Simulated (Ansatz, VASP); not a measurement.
# One calculation of ReSbN, two programs

```
Re Sb N
1.0
     3.43212    0.00000    0.00000
     0.00000    3.43212    0.00000
     0.00000    0.00000    8.67855
Re Sb N
2 2 2
Direct
  0.00000 0.50000 0.87324
  0.50000 0.00000 0.12676
  0.00000 0.50000 0.33346
  0.50000 0.00000 0.66654
  0.00000 0.00000 0.00000
  0.50000 0.50000 0.00000
```

Alike in both runs: functional PBE; k mesh 7 × 7 × 3; occupations fermi-dirac, width 0.05 eV; no spin polarisation.

|  | VASP | Ansatz |
| --- | --- | --- |
| version | VASP 6.6.1 | Ansatz 0.2.0 |
| potentials or method | VASP PAW PBE potentials, release 64 (Re, Sb, N) | Ansatz PAW |
| plane-wave cutoff (eV) | 520 | 420 |
| valence electrons in the cell | 34 | 70 |
| task | single point | band structure |

|  | VASP | Ansatz | Ansatz less VASP |
| --- | --- | --- | --- |
| gap on the k mesh at the Fermi level (eV) | none | none | - |
| pressure (GPa) | -1.6 | -2.8 | -1.25 |
| traceless stress, the component that is largest in VASP (GPa) | -0.52 | -0.47 | +0.050 |
| rms of the force components (eV/Å) | 0.077 | 0.177 | +0.1004 |

Atom by atom the forces differ by 0.115 eV/Å (rms over components). A gap of «none» marks a metal or a gap that the smearing closes. VASP's potentials hold 34 valence electrons a cell and Ansatz's 70, so a difference there can come from the potentials and not from the codes.

Spin-orbit coupling is off throughout.
